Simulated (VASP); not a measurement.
Write the native input for VASP 6.6.1 that does the following.

```
Task                   : single point
Functional             : PBEsol
Potentials or basis    : VASP PAW PBE potentials, release 64 (Ti_sv, C)
Cutoff                 : 520 eV
k mesh                 : 1 × 1 × 17
Occupations            : gaussian, width 0.05 eV
Spin                   : collinear spin
Starting moments       : [1.5, 0.5] μB
Dipole correction      : no
Further INCAR settings : ALGO = Normal; EDIFF = 1e-06; NBANDS = 19
```

The structure of TiC lies in POSCAR:

```
TiC
1.0
    9.0000000000      0.0000000000      0.0000000000
    0.0000000000      9.3000000000      0.0000000000
    0.0000000000      0.0000000000      3.8640201658
Ti C
1 1
Direct
    0.5000000000      0.5000000000      0.0000000000
    0.5000000000      0.5000000000      0.4650000000
```

One way to write it, as run:

INCAR

```
ALGO = Normal
EDIFF = 1E-6
ENCUT = 520
GGA = PS
ISIF = 2
ISMEAR = 0
ISPIN = 2
LASPH = T
LCHARG = T
LELF = T
LMAXMIX = 4
LORBIT = 11
LREAL = F
LVHAR = T
LWAVE = F
MAGMOM = 1.5 0.5
NBANDS = 19
NELM = 150
PREC = Accurate
SIGMA = 0.05
```

KPOINTS

```
k-points
0
Gamma
  1 1 17
```

Potentials or basis: VASP PAW PBE potentials, release 64 (Ti_sv, C).

Command:

```sh
$ cat potpaw_PBE.64/Ti_sv/POTCAR potpaw_PBE.64/C/POTCAR > POTCAR
$ mpirun -np 1 vasp_std > vasp.out
```

It gave:

```yaml
Largest_force: 0.042 eV/Å
Net_moment: 0.41 μB per cell
Site_moments: Ti +0.32; C -0.03 μB
Valence_electrons_inside_the_program's_atomic_spheres: Ti 10.36; C 2.31
```

Caveat: a moment this small can come from the mesh or the smearing; the PAW data sets were made with another functional, which shifts forces and pressure a little.

It took 2.2 min on 1 thread of AMD EPYC 9R45 96-Core Processor (Zen 5) (shared host), peak memory 0.47 GiB.
